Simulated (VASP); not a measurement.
Input of a VASP 6.6.1 run:

INCAR

```
PREC = Accurate
ENCUT = 600
EDIFF = 1E-6
ISMEAR = 0
SIGMA = 0.1
LREAL = F
LASPH = T
NELM = 60
ALGO = Normal
ISIF = 3
LWAVE = F
LCHARG = F
GGA = PE
IBRION = 2
NSW = 100
EDIFFG = -0.01
```

File KPOINTS:

```
Automatic mesh
0
Gamma
  18 18 16
```

Contents of POSCAR:

```
Te
1.0
    3.1029955444      0.0000000000      0.0000000000
    0.0000000000      3.1029955444      0.0000000000
    0.0000000000      0.0000000000      3.4972320302
Te
1
Direct
    0.0000000000      0.0000000000      0.5000000000
```

Potentials or basis: VASP PAW PBE potentials, release 64 (Te).

Run with:

```bash
$ cat potpaw_PBE.64/Te/POTCAR > POTCAR
$ mpirun -np 1 vasp_std > vasp.out
```

Task: Estimate the band gap on the k mesh.

Result: Zero (bands 3 and 4 overlap by 5.43 eV).

Task: Predict the relaxed volume.

Result: 32.76 Å³/atom.

Task: Estimate the relaxed cell.

Result: a = 3.187 Å, b = 3.187 Å, c = 3.226 Å, α = 90.00°, β = 90.00°, γ = 90.00°.

The path:
```
step  energy change (eV)  largest force (eV/Å)  pressure (GPa)  volume (Å³)
   1              0.0000                0.0000           -0.29        33.67
   2             -0.0127                0.0000           -0.35        33.37
   3             -0.0331                0.0000            0.62        32.36
   4             -0.0340                0.0000            0.29        32.59
   5             -0.0341                0.0000            0.38        32.52
   6             -0.0341                0.0000            0.34        32.54
   7             -0.0340                0.0000           -0.40        33.02
   8             -0.0344                0.0000           -0.01        32.76
```

Caveat: spin-orbit coupling is left out, which moves the levels of the heavy elements.
